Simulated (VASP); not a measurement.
# Ir (Fd-3m) in VASP: single point with LDA

Aim: the single point of Ir with LDA.

Program: VASP 6.6.1. These are calculated values, not measurements. Logs are shortened: lines on timing, memory, paths and dates and some standing lists are left out, and cuts for length are marked.

**1. The cell of the first run**

The structure is cubic, space group Fd-3m (No. 227). The conventional cell has a = 5.478 Å, b = 5.478 Å, c = 5.478 Å, α = 90.00°, β = 90.00°, γ = 90.00°. Within 3.1 Å of Ir (site symmetry -43m) lie 4 Ir at 2.37 Å.

**2. Single point, LDA**

File INCAR:

```
SYSTEM = Ir
PREC = Accurate ; ENCUT = 520
EDIFF = 1E-7 ; ISMEAR = -1
SIGMA = 0.13605693000000002 ; LREAL = .False.
LASPH = .True. ; NELM = 80
ALGO = Normal ; ISIF = 2
LWAVE = .False. ; LCHARG = .True.
LELF = .True. ; LVHAR = .True.
NBANDS = 16
```

File KPOINTS:

```
Automatic mesh
0
Gamma
  8 8 8
  0 0 0
```

File POSCAR:

```
Ir
1.0
    0.0000000000      2.7388973843      2.7388973843
    2.7388973843      0.0000000000      2.7388973843
    2.7388973843      2.7388973843      0.0000000000
Ir
2
Direct
    0.0000000000      0.0000000000      0.0000000000
    0.2500000000      0.2500000000      0.2500000000
```

Potentials or basis: VASP PAW LDA potentials, release 64 (Ir).

Command:

```
$ cat potpaw_LDA.64/Ir/POTCAR > POTCAR
$ mpirun -np 1 vasp_std > vasp.out
```

OUTCAR:

```text
SYSTEM = Ir
   PREC = Accurate
   ENCUT = 520
   EDIFF = 1E-7
   ISMEAR = -1
   LREAL = .False.
   LASPH = .True.
   NELM = 80
   ISIF = 2

 ion  position               nearest neighbor table
   1  0.000  0.000  0.000-   2 2.37   2 2.37   2 2.37   2 2.37
   2  0.250  0.250  0.250-   1 2.37   1 2.37   1 2.37   1 2.37

  LATTYP: Found a face centered cubic cell.
 ALAT       =     5.4777947686

  Lattice vectors:

 A1 = (   0.0000000000,   2.7388973843,   2.7388973843)
 A2 = (   2.7388973843,   0.0000000000,   2.7388973843)
 A3 = (   2.7388973843,   2.7388973843,   0.0000000000)

Analysis of symmetry for initial positions (statically):
=====================================================================
 Subroutine PRICEL returns:
 Original cell was already a primitive cell.

 Routine SETGRP: Setting up the symmetry group for a
 face centered cubic supercell.

 Subroutine GETGRP returns: Found 48 space group operations
 (whereof 24 operations were pure point group operations)
 out of a pool of 48 trial point group operations.

The static configuration has the point symmetry T_d .
 The point group associated with its full space group is O_h .

Analysis of symmetry for dynamics (positions and initial velocities):
=====================================================================
 Subroutine PRICEL returns:
 Original cell was already a primitive cell.

 Routine SETGRP: Setting up the symmetry group for a
 face centered cubic supercell.

 Subroutine GETGRP returns: Found 48 space group operations
 (whereof 24 operations were pure point group operations)
 out of a pool of 48 trial point group operations.

The dynamic configuration has the point symmetry T_d .
 The point group associated with its full space group is O_h .

 Subroutine INISYM returns: Found 48 space group operations
 (whereof 24 operations are pure point group operations),
 and found     1 'primitive' translations

----------------------------------------------------------------------------------------

                                     Primitive cell

  volume of cell :      41.0920

  direct lattice vectors                    reciprocal lattice vectors
     0.000000000  2.738897384  2.738897384    -0.182555215  0.182555215  0.182555215
     2.738897384  0.000000000  2.738897384     0.182555215 -0.182555215  0.182555215
     2.738897384  2.738897384  0.000000000     0.182555215  0.182555215 -0.182555215

  length of vectors
     3.873385827  3.873385827  3.873385827     0.316194907  0.316194907  0.316194907

  position of ions in fractional coordinates (direct lattice)
[... 80 lines left out ...]
   LREAL  =      F    real-space projection
   EDIFFG = 0.1E-05   stopping-criterion for IOM
   NSW    =      0    number of steps for IOM
   IBRION =     -1    ionic relax: 0-MD 1-quasi-New 2-CG
   NFREE  =      0    steps in history (QN), initial steepest desc. (CG)
   ISIF   =      2    stress and relaxation
   ISYM   =      2    0-nonsym 1-usesym 2-fastsym
   POTIM  = 0.5000    time-step for ionic-motion
   TEBEG  =    0.0;   TEEND  =   0.0 temperature during run
   PSTRESS=    0.0 pullay stress
   NELECT =      18.0000    total number of electrons
   NUPDOWN=      -1.0000    fix difference up-down
   EMIN   =  10.00;   EMAX   =-10.00  energy-range for DOS
   EFERMI =   0.00;   METHOD = LEGACY
   ISMEAR =    -1;   SIGMA  =   0.14  broadening in eV -4-tet -1-fermi 0-gaus
   EFERMI_NEDOS =   21; number of points for ismear=-14 and -15
   IALGO  =     38    algorithm
   IMIX   =      4    mixing-type and parameters
     AMIX     =   0.40;   BMIX     =  1.00
     AMIX_MAG =   1.60;   BMIX_MAG =  1.00
  volume/ion in A,a.u.               =      20.55       138.65
  Fermi-wavevector in a.u.,A,eV,Ry     =   1.243311  2.349518 21.032201  1.545823
  Thomas-Fermi vector in A             =   2.377628
   LORBIT       =      0    0 simple, 1 ext, 2 COOP (PROOUT), +10 PAW based schemes
   GGA     = CA    functional components
   LHFCALC =     F    Hartree Fock is set to
   AEXX    =    0.0000 exact exchange contribution
   IVDW    =     0    specifies the selected vdW correction
   LEPSILON=     F    determine dielectric tensor
   LRPA    =     F    only Hartree local field effects (RPA)
 non-spin polarized calculation
  energy-cutoff  :      520.00
  volume of cell :       41.09
 maximum number of plane-waves:      1124
 NGX is ok and might be reduce to    30
   NGX = 15   NGY = 15   NGZ = 15

 number of electron      18.0000002 magnetization

 Free energy of the ion-electron system (eV)
  ---------------------------------------------------
  ext. energy  EPLUGINS =         0.00000000
  ---------------------------------------------------
  free energy    TOTEN  =       -18.28824962 eV

  energy without entropy =      -18.17095031  energy(sigma->0) =      -18.22959996

 E-fermi :   5.5484     XC(G=0): -11.6670

 val. band max:        5.5216030311   @ k =  -0.2500   0.3750   0.1250
 cond. band min:       5.6188146930   @ k =  -0.3750   0.1250   0.0000
 fundamental gap:      0.0972116619
 Fermi energy:         5.5484267351

 k-point     1 :       0.0000    0.0000    0.0000
  band No.  band energies     occupation
      1      -2.7369      2.00000
      2       0.2135      2.00000
      3       0.2135      2.00000
      4       0.6752      2.00000
      5       0.6752      2.00000
      6       0.6752      2.00000
[... 433 lines left out ...]
      3       0.1747      2.00000
      4       0.5307      2.00000
      5       1.2515      2.00000
      6       1.5124      2.00000
[... 8 lines left out ...]
     15      16.5635      0.00000
     16      19.8897      0.00000

 [... further k-points ...]

------------------------ aborting loop because EDIFF is reached ----------------------------------------

  FORCE on cell =-STRESS in cart. coord.  units (eV):
  Direction    XX          YY          ZZ          XY          YZ          ZX
  --------------------------------------------------------------------------------------
  -------------------------------------------------------------------------------------
  Total        0.0296506      0.0296506      0.0296506      0.0000000      0.0000000      0.0000000
  in kB        1.1560765      1.1560765      1.1560765      0.0000000      0.0000000      0.0000000
  external PRESSURE =       1.1560765 kB  Pullay stress =       0.0000000 kB

 VOLUME and BASIS-vectors are now :
 -----------------------------------------------------------------------------
  energy-cutoff  :      520.00
  volume of cell :       41.09
      direct lattice vectors                 reciprocal lattice vectors
     0.000000000  2.738897384  2.738897384    -0.182555215  0.182555215  0.182555215
     2.738897384  0.000000000  2.738897384     0.182555215 -0.182555215  0.182555215
     2.738897384  2.738897384  0.000000000     0.182555215  0.182555215 -0.182555215

 POSITION                                       TOTAL-FORCE (eV/Angst)
 -----------------------------------------------------------------------------------
      0.00000      0.00000      0.00000        -0.000000     -0.000000     -0.000000
      1.36945      1.36945      1.36945         0.000000      0.000000      0.000000
 -----------------------------------------------------------------------------------
    total drift:                                0.000000     -0.000000      0.000000

  FREE ENERGIE OF THE ION-ELECTRON SYSTEM (eV)
  ---------------------------------------------------
  free  energy   TOTEN  =       -18.2882496213 eV

  energy  without entropy=      -18.1709503063  energy(sigma->0) =      -18.22959996
```

OSZICAR:

```text
N       E                     dE             d eps       ncg     rms          rms(c)
DAV:   1     0.142764640643E+03    0.14276E+03   -0.79484E+03   928   0.105E+03
DAV:   2    -0.146619715781E+02   -0.15743E+03   -0.13837E+03   944   0.291E+02
DAV:   3    -0.193181080273E+02   -0.46561E+01   -0.45670E+01  1216   0.600E+01
DAV:   4    -0.193720994361E+02   -0.53991E-01   -0.53979E-01  1040   0.591E+00
DAV:   5    -0.193735956600E+02   -0.14962E-02   -0.14962E-02  1312   0.993E-01    0.166E+01
DAV:   6    -0.184436845972E+02    0.92991E+00   -0.15875E+00  1248   0.147E+01    0.640E+00
DAV:   7    -0.183091720079E+02    0.13451E+00   -0.21331E-01  1360   0.462E+00    0.213E+00
DAV:   8    -0.182882966056E+02    0.20875E-01   -0.20184E-02  1040   0.118E+00    0.206E-01
DAV:   9    -0.182882491405E+02    0.47465E-04   -0.70133E-04  1104   0.200E-01    0.622E-02
DAV:  10    -0.182882491892E+02   -0.48718E-07   -0.38701E-05  1224   0.578E-02    0.961E-03
DAV:  11    -0.182882496183E+02   -0.42910E-06   -0.18981E-06  1256   0.125E-02    0.545E-03
DAV:  12    -0.182882496213E+02   -0.29545E-08   -0.57386E-08   832   0.176E-03
   1 F= -.18288250E+02 E0= -.18229600E+02  d E =-.117299E+00
```

stdout:

```text
POSCAR found type information on POSCAR Ir
 POSCAR found :  1 types and       2 ions
 scaLAPACK will be used
 LDA part: xc-table for (Slater(with rela. corr.)+CA(PZ))
 , standard interpolation
 POSCAR, INCAR and KPOINTS ok, starting setup
 FFT: planning ... GRIDC
 FFT: planning ... GRID_SOFT
 FFT: planning ... GRID
 WAVECAR not read
 entering main loop
```

Run time: 13 s. Hardware: 1 thread of Intel Xeon Platinum 8488C (Sapphire Rapids), shared host; peak memory 0.15 GiB.

What came out:

| Property | Result |
| --- | --- |
| Free energy | -18.2882 eV |
| Pressure | 0.1 GPa |
| Band gap on the k mesh | zero (band 9 reaches 6.73 eV, above the bottom of band 10 at 5.22 eV) |

Caveat: spin-orbit coupling is left out, which moves the levels of the heavy elements.
